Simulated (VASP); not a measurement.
Runs of VASP 6.6.1 on CdSe. The structure is that of space group F-43m (No. 216), or close to it. The cells are those of the table. 

```tsv
cell	k mesh	smearing	gap on the mesh (eV)	pressure (GPa)
a = 4.317, b = 4.317, c = 4.338 Å, angles 59.8, 59.8, 60.3°, 2 atoms	4 × 4 × 4	gaussian 0.01 eV	0.54	2.4
a = 4.295, b = 4.295, c = 4.338 Å, angles 59.7, 59.7, 60.7°, 2 atoms	4 × 4 × 4	gaussian 0.01 eV	0.54	3.0
a = 4.404, b = 4.404, c = 4.338 Å, angles 60.5, 60.5, 59.0°, 2 atoms	4 × 4 × 4	gaussian 0.01 eV	0.44	0.4
a = 4.317, b = 4.317, c = 4.338 Å, angles 59.8, 59.8, 60.3°, 2 atoms	8 × 8 × 8	fermi-dirac 0.02 eV	0.55	2.2
a = 4.360, b = 4.360, c = 4.338 Å, angles 60.2, 60.2, 59.7°, 2 atoms	4 × 4 × 4	gaussian 0.01 eV	0.51	1.4
a = 4.426, b = 4.426, c = 4.338 Å, angles 60.7, 60.7, 58.7°, 2 atoms	4 × 4 × 4	gaussian 0.01 eV	0.41	-0.1
a = 4.382, b = 4.382, c = 4.338 Å, angles 60.3, 60.3, 59.3°, 2 atoms	4 × 4 × 4	gaussian 0.01 eV	0.48	(b)
a = 4.295, b = 4.295, c = 4.338 Å, angles 59.7, 59.7, 60.7°, 2 atoms	8 × 8 × 8	fermi-dirac 0.02 eV	0.56	(a)
```

Alike in all rows: task single point; level PBE; potentials or basis VASP PAW PBE potentials, release 64 (Cd, Se); no spin polarisation; cutoff (eV) 500.

Problem. Estimate the missing entries.

Solution. (a) 2.8; (b) 0.9.

Caveats: some runs use coarse meshes.

A k mesh can miss the band edges, and the runs leave out spin-orbit coupling on Cd, Se.
